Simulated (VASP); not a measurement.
# HfN (F-43m) in VASP: further runs, part 2 of 2

VASP 6.6.1. Earlier steps stand in the parts before.

### 4 Relaxation of cell and atoms, r2SCAN, target pressure 60 GPa, at which the enthalpy is minimised

Input file POSCAR:

```
HfN
1.0
    3.4716430000      0.0000000000      0.0000000000
    1.7358215000      3.0065310309      0.0000000000
    1.7358215000      1.0021770103      2.8345846397
Hf N
1 1
Direct
    0.0000000000      0.0000000000      0.0000000000
    0.7500000000      0.7500000000      0.7500000000
```

Input file INCAR.step1:

```
PREC     = Accurate       # precision mode
ENCUT    = 600            # plane-wave cutoff, eV
ISMEAR   = 1              # smearing method
SIGMA    = 0.05           # smearing width, eV
LREAL    = False          # projectors in reciprocal space
LASPH    = True           # aspherical terms in the spheres
NELM     = 60             # most SCF steps
GGA      = PE             # functional
ALGO     = Normal         # electronic algorithm
EDIFF    = 1E-4           # SCF threshold, eV
LWAVE    = True           # write WAVECAR
LCHARG   = False          # write CHGCAR
```

Input file INCAR.step2:

```
PREC     = Accurate       # precision mode
ENCUT    = 600            # plane-wave cutoff, eV
EDIFF    = 1E-6           # SCF threshold, eV
ISMEAR   = 1              # smearing method
SIGMA    = 0.05           # smearing width, eV
LREAL    = False          # projectors in reciprocal space
LASPH    = True           # aspherical terms in the spheres
NELM     = 60             # most SCF steps
ALGO     = Normal         # electronic algorithm
ISIF     = 3              # what is computed and relaxed
LWAVE    = False          # write WAVECAR
LCHARG   = False          # write CHGCAR
METAGGA  = R2SCAN         # meta-GGA
LMIXTAU  = True         
IBRION   = 2              # ionic algorithm
NSW      = 80             # ionic steps
EDIFFG   = -0.02          # ionic threshold
PSTRESS  = 600.0        
ISTART   = 1
```

Input file KPOINTS:

```
regular mesh
0
Gamma
  6 6 6
```

Potentials or basis: VASP PAW PBE potentials, release 64 (Hf_pv, N).

Run with:

```console
> cat potpaw_PBE.64/Hf_pv/POTCAR potpaw_PBE.64/N/POTCAR > POTCAR
> cp INCAR.step1 INCAR
> mpirun -np 1 vasp_std > vasp.out
> cp INCAR.step2 INCAR
> mpirun -np 1 vasp_std > vasp.out
```

OUTCAR:

```text
PREC = Accurate
   ENCUT = 600
   EDIFF = 1E-6
   ISMEAR = 1
   LREAL = False
   LASPH = True
   NELM = 60
   ISIF = 3
   METAGGA = R2SCAN
   IBRION = 2
   NSW = 80
   EDIFFG = -0.02
   PSTRESS = 600.0
   ISTART = 1

 ion  position               nearest neighbor table
   1  0.000  0.000  0.000-   2 2.13   2 2.13   2 2.13   2 2.13
   2  0.750  0.750  0.750-   1 2.13   1 2.13   1 2.13   1 2.13

  LATTYP: Found a face centered cubic cell.
 ALAT       =     4.9096446144

  Lattice vectors:

 A1 = (   3.4716430000,   0.0000000000,   0.0000000000)
 A2 = (   1.7358215000,   3.0065310309,   0.0000000000)
 A3 = (   1.7358215000,   1.0021770103,   2.8345846397)

Analysis of symmetry for initial positions (statically):
=====================================================================
 Subroutine PRICEL returns:
[... 504 lines left out ...]
  enthalpy is  TOTEN    =       -47.7788698569 eV   P V=        9.6291162798

[... ionic steps 4 to 14 ...]

--------------------------------------- Ionic step       15  -------------------------------------------

 number of electron      14.9999999 magnetization

------------------------ aborting loop because EDIFF is reached ----------------------------------------
[... 71 lines left out ...]
--------------------------------------- Ionic step       17  -------------------------------------------

 number of electron      14.9999999 magnetization

 Free energy of the ion-electron system (eV)
  ---------------------------------------------------
  ext. energy  EPLUGINS =         0.00000000
  ---------------------------------------------------
  free energy    TOTEN  =       -56.91254569 eV

  energy without entropy =      -56.91221736  energy(sigma->0) =      -56.91243625

 E-fermi :   7.8110     XC(G=0): -13.0919

 val. band max:        7.3831466891   @ k =   0.0000   0.0000   0.0000
 cond. band min:       7.8406018981   @ k =   0.3333   0.1667   0.0000
 fundamental gap:      0.4574552090
 Fermi energy:         7.8109718563

 k-point     1 :       0.0000    0.0000    0.0000
  band No.  band energies     occupation
      1     -24.0899      2.00000
      2     -24.0899      2.00000
      3     -24.0899      2.00000
      4     -10.8231      2.00000
      5       0.5956      2.00000
      6       0.5956      2.00000
      7       0.5956      2.00000
      8       7.3831      2.00000
      9      10.4700      0.00000
     10      10.4700      0.00000
     11      15.8574      0.00000
[... 241 lines left out ...]
  energy  without entropy=      -56.9122173594  energy(sigma->0) =      -56.91243625

  enthalpy is  TOTEN    =       -47.9302549664 eV   P V=        8.9822907245

 reached required accuracy - stopping structural energy minimisation
```

OSZICAR.step1:

```text
N       E                     dE             d eps       ncg     rms          rms(c)
DAV:   1     0.459752372424E+02    0.45975E+02   -0.88079E+03   352   0.139E+03
DAV:   2    -0.215705127832E+02   -0.67546E+02   -0.63492E+02   476   0.268E+02
DAV:   3    -0.248187604120E+02   -0.32482E+01   -0.31662E+01   446   0.530E+01
DAV:   4    -0.248454320095E+02   -0.26672E-01   -0.26638E-01   429   0.500E+00
DAV:   5    -0.248458711675E+02   -0.43916E-03   -0.43913E-03   459   0.558E-01    0.534E+01
DAV:   6    -0.213288008970E+02    0.35171E+01   -0.22458E+01   411   0.330E+01    0.393E+01
DAV:   7    -0.212392034907E+02    0.89597E-01   -0.12440E+00   394   0.960E+00    0.255E+01
DAV:   8    -0.212396860048E+02   -0.48251E-03   -0.11610E-01   409   0.360E+00    0.702E+00
DAV:   9    -0.212262429904E+02    0.13443E-01   -0.63347E-02   409   0.186E+00    0.151E+00
DAV:  10    -0.212260866414E+02    0.15635E-03   -0.17460E-03   423   0.434E-01    0.186E-01
DAV:  11    -0.212260885324E+02   -0.18911E-05   -0.35804E-04   415   0.151E-01
   1 F= -.21226089E+02 E0= -.21225979E+02  d E =-.328166E-03
```

It took 4.1 min on 1 thread of AMD EPYC 7R13, shared host; peak memory 0.19 GiB.

Results:

| Item | Value |
| --- | --- |
| Free energy | -56.9125 eV |
| Relaxed volume | 11.99 Å³/atom |
| Relaxed cell | a = 3.237 Å, b = 3.237 Å, c = 3.237 Å, α = 60.00°, β = 60.00°, γ = 60.00° |
| Space group after relaxing (to 0.05 Å) | F-43m (No. 216) |
| Energy change on relaxing (the enthalpy is what falls) | +402.3 meV/atom |
| Ionic steps | 17 |
| Pressure after relaxing | 60.0 GPa |

Step by step:
```csv
step,energy change (eV),largest force (eV/Å),pressure (GPa),volume (Å³)
1,0.0000,0.0000,-3.62,29.59
2,33.5763,0.0000,1280.61,10.89
3,0.3092,0.0000,33.34,25.71
4,0.5405,0.0000,46.67,24.78
5,0.8152,0.0000,60.51,23.96
6,0.7762,0.0000,58.64,24.06
7,0.7782,0.0000,58.71,24.06
8,0.7839,0.0000,59.00,24.04
9,0.7840,0.0000,59.00,24.04
10,0.7842,0.0000,59.01,24.04
11,0.7846,0.0000,59.02,24.04
12,0.7855,0.0000,59.04,24.04
13,0.7872,0.0000,59.15,24.03
14,0.7908,0.0000,59.31,24.02
15,0.7978,0.0000,59.67,24.00
16,0.8120,0.0000,60.35,23.97
17,0.8047,0.0000,60.00,23.99
```

Final structure:
```xyz
2
Lattice="3.2371 0.0000 0.0000 1.6185 2.8034 0.0000 1.6185 0.9345 2.6431" Properties=species:S:1:pos:R:3 pbc="T T T"
Hf    0.0000    0.0000    0.0000
N     4.8556    2.8034    1.9823
```

Levels at points of the mesh, in eV from the Fermi level:
```
           k point  band 3  band 4  band 5  band 6  band 7  band 8  band 9  band 10  band 11
(0.00, 0.00, 0.00)  -31.90  -18.63   -7.22   -7.22   -7.22   -0.43    2.66     2.66     8.05
(0.50, 0.00, 0.00)  -32.04  -17.06   -6.70   -6.37   -6.37    1.67    3.40     3.40     5.23
(0.50, 0.50, 0.00)  -32.26  -16.48   -8.76   -4.41   -4.41   -1.62    2.87     5.22     5.85
```

Caveat: the k points lie up to 0.40 Å⁻¹ apart in the final cell; the cell is relaxed towards a set pressure, so the enthalpy falls and the energy may rise; the volume moved by over 15 % at a fixed basis, so the end points are rough; the PAW data sets were made with another functional, which shifts forces and pressure a little; spin-orbit coupling is left out, which moves the levels of the heavy elements.

### 5 Summary

| cell | gap on the mesh (eV) | pressure (GPa) |
| --- | --- | --- |
| relaxed to 20 GPa | none | 20.0 |
| relaxed to 40 GPa | none | 40.1 |
| relaxed to 60 GPa | none | 60.0 |

Alike in all rows: task relaxation of cell and atoms; level r2SCAN; potentials or basis VASP PAW PBE potentials, release 64 (Hf_pv, N); no spin polarisation; k mesh 6 × 6 × 6; cutoff (eV) 600; smearing methfessel-paxton 0.05 eV.

Caveats: all runs use coarse meshes; the cell is relaxed towards a set pressure, so the enthalpy falls and the energy may rise; the PAW data sets were made with another functional, which shifts forces and pressure a little; spin-orbit coupling is left out, which moves the levels of the heavy elements; the volume moved by over 15 % at a fixed basis, so the end points are rough (some runs).

Total energies depend on the potentials used, so only differences within one code and one set of settings carry meaning.
